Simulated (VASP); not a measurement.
The system is Zn2Si2N.

```
Zn Si N
1.0
     4.09529    0.00000    0.00000
    -2.04764    3.54662    0.00000
     0.00000    0.00000    5.49779
Zn Si N
2 2 1
Direct
  0.66667 0.33333 0.30432
  0.66667 0.33333 0.69568
  0.33333 0.66667 0.50000
  0.66667 0.33333 0.00000
  0.33333 0.66667 0.00000
```

| Quantity | Value |
| --- | --- |
| Program | VASP 6.6.1 |
| Task | relaxation of cell and atoms |
| Functional | PBE |
| Potentials or basis | VASP PAW PBE potentials, release 64 (Zn, Si, N) |
| Cutoff | 600 eV |
| k mesh | 6 × 6 × 4 |
| Occupations | gaussian, width 0.1 eV |
| Spin | no spin polarisation |

At the start: pressure 45.2 GPa; volume 15.97 Å³/atom.

Question: How do energy, volume and symmetry change on relaxing?

Answer: Over 43 steps the energy falls by 2434.7 meV/atom and the volume is 14.59 Å³/atom (-8.7 %); space group P-6m2 (No. 187, to 0.05 Å).

Step by step:
| step | energy change (eV) | largest force (eV/Å) | pressure (GPa) | volume (Å³) |
| --- | --- | --- | --- | --- |
| 1 | 0.0000 | 18.1292 | 45.20 | 79.85 |
| 3 | 6.1236 | 60.7268 | 64.87 | 81.27 |
| 5 | 5.6432 | 56.4484 | 64.95 | 80.38 |
| 7 | 5.4726 | 54.6284 | 65.16 | 79.98 |
| 9 | 5.4338 | 54.1787 | 65.22 | 79.89 |
| 11 | 5.4243 | 54.0666 | 65.24 | 79.86 |
| 13 | 5.4219 | 54.0382 | 65.24 | 79.85 |
| 15 | 5.4214 | 54.0298 | 65.24 | 79.85 |
| 17 | 5.4212 | 54.0288 | 65.23 | 79.85 |
| 19 | 5.4212 | 54.0289 | 65.23 | 79.85 |
| 21 | -6.4068 | 4.8440 | 13.81 | 86.51 |
| 23 | -6.4044 | 6.3279 | 12.69 | 87.43 |
| 25 | -9.0249 | 0.8872 | -4.29 | 94.24 |
| 27 | -9.9182 | 0.7992 | -9.31 | 96.22 |
| 29 | -9.4653 | 5.2239 | 44.32 | 60.20 |
| 31 | -11.2114 | 2.6579 | 6.36 | 73.59 |
| 33 | -11.8271 | 1.1684 | 10.13 | 67.97 |
| 35 | -12.1099 | 0.5895 | -1.81 | 74.55 |
| 37 | -12.1508 | 0.3843 | -1.02 | 73.88 |
| 39 | -12.1655 | 0.1720 | 0.35 | 72.98 |
| 41 | -12.1729 | 0.0014 | -0.33 | 73.25 |
| 43 | -12.1735 | 0.0069 | 0.10 | 72.94 |

Final structure:
```
Zn Si N
1.0
     3.14973    0.00000    0.00000
    -1.57486    2.72775    0.00000
     0.00000    0.00000    8.48957
Zn Si N
2 2 1
Direct
  0.66667 0.33333 0.29520
  0.66667 0.33333 0.70480
  0.33333 0.66667 0.50000
  0.66667 0.33333 0.00000
  0.33333 0.66667 0.00000
```
